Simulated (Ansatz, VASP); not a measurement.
One calculation of MgO, two programs

File INCAR:

```
ALGO = Normal ; EDIFF = 1E-6
ENCUT = 520 ; GGA = PS
ISIF = 2 ; ISMEAR = 0
LASPH = True ; LCHARG = True
LELF = True ; LREAL = False
LVHAR = True ; LWAVE = False
NBANDS = 11 ; NELM = 60
PREC = Accurate ; SIGMA = 0.02
```

Contents of KPOINTS:

```
k-points
0
Gamma
  10 10 10
```

File POSCAR:

```
MgO
1.0
    0.0000000000      2.1070232062      2.1070232062
    2.1070232062      0.0000000000      2.1070232062
    2.1070232062      2.1070232062      0.0000000000
Mg O
1 1
Direct
    0.0000000000      0.0000000000      0.0000000000
    0.5000000000      0.5000000000      0.5000000000
```

Input for Ansatz:

```yaml
crystal:
  lattice:
    - [0.0, 2.1070232062, 2.1070232062]
    - [2.1070232062, 0.0, 2.1070232062]
    - [2.1070232062, 2.1070232062, 0.0]
  atoms:
    - { symbol: Mg, position: [0.0, 0.0, 0.0] }
    - { symbol: O, position: [0.5, 0.5, 0.5] }
basis:
  ecutwfc: 420
  xc_grid: 2
kpoints:
  mp_grid: { grid: [10, 10, 10] }
  band_path: { path: [VBM, CBM], npoints: 2 }
hamiltonian:
  xc: pbesol
scf:
  occupations: { method: gaussian, width: 0.02 }
output:
  forces: true
  stress: true
  eigenvalues: true
```

Alike in both runs: task single point; functional PBEsol; k mesh 10 × 10 × 10; occupations gaussian, width 0.02 eV; no spin polarisation.

|  | VASP | Ansatz |
| --- | --- | --- |
| version | VASP 6.6.1 | Ansatz 0.2.0 |
| potentials or method | VASP PAW PBE potentials, release 64 (Mg, O), cutoff 520 eV | scalar-relativistic, plane waves, PAW |
| valence electrons in the cell | 8 | 16 |

|  | VASP | Ansatz | Ansatz less VASP |
| --- | --- | --- | --- |
| gap on the k mesh at the Fermi level (eV) | 4.62 | 4.62 | 0.000 |
| least direct gap on the mesh (eV) | 4.62 | 4.62 | 0.000 |
| pressure (GPa) | -0.5 | 0.0 | +0.51 |

VASP's potentials were made for PBE, not for PBEsol. VASP's potentials hold 8 valence electrons a cell and Ansatz's 16, so a difference there can come from the potentials and not from the codes.
